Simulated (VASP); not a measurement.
Write the native input for VASP 6.6.1 that does the following.

- Task: single point
- Functional: PBE
- Potentials or basis: VASP PAW PBE potentials, release 64 (Al, Ga_d, As)
- Cutoff: 520 eV
- k mesh: 4 × 4 × 1
- Occupations: gaussian, width 0.1 eV
- Spin: no spin polarisation
- Dipole correction: no
- Further INCAR settings: ALGO = Normal; EDIFF = 1e-07; NBANDS = 61

The structure of AlGa5As6 lies in POSCAR:

```
AlGa5As6
1.0
    4.0863640416     -0.0000261805      0.0004188695
   -0.0000330207      4.0876559829     -0.0002770022
   -0.0037365874      0.0021199529     17.0102934059
Al Ga As
1 5 6
Direct
   -0.0002145146     -0.0001920366      0.4999884705
    0.0002401831      0.0000141875      0.8331808414
    0.4995427920      0.5001103562     -0.0000069385
    0.0002605836      0.0001796584      0.1668082119
    0.4995897894      0.4998695064      0.3336249350
    0.5005450963      0.5000035316      0.6663482923
    0.5001837971      0.0000905185      0.9165759440
   -0.0004257647      0.5001403929      0.0834447922
    0.5002100803     -0.0000813687      0.2502330225
   -0.0003453145      0.4998191857      0.4175344293
    0.4998808973      0.0000081128      0.5824772763
    0.0005323747      0.5000379552      0.7497907231
```

The input as run:

INCAR

```
SYSTEM = AlGa5As6
  ALGO = Normal
  EDIFF = 1E-7
  ENCUT = 520
  GGA = PE
  ISIF = 2
  ISMEAR = 0
  LASPH = .TRUE.
  LCHARG = .FALSE.
  LREAL = .FALSE.
  LWAVE = .FALSE.
  NBANDS = 61
  NELM = 80
  PREC = Accurate
  SIGMA = 0.1
```

KPOINTS

```
k-points
0
G
  4 4 1
  0 0 0
```

Potentials or basis: VASP PAW PBE potentials, release 64 (Al, Ga_d, As).

Command:

```console
$ cat potpaw_PBE.64/Al/POTCAR potpaw_PBE.64/Ga_d/POTCAR potpaw_PBE.64/As/POTCAR > POTCAR
$ mpirun -np 1 vasp_std > vasp.out
```

It gave:

```json
{"Pressure": "0.2 GPa", "Largest force": "0.004 eV/Å", "Band gap on the k mesh": "0.35 eV, direct"}
```

It took 5.8 min on 1 thread of Intel Xeon 6975P-C, on a shared host, peak memory 0.41 GiB.
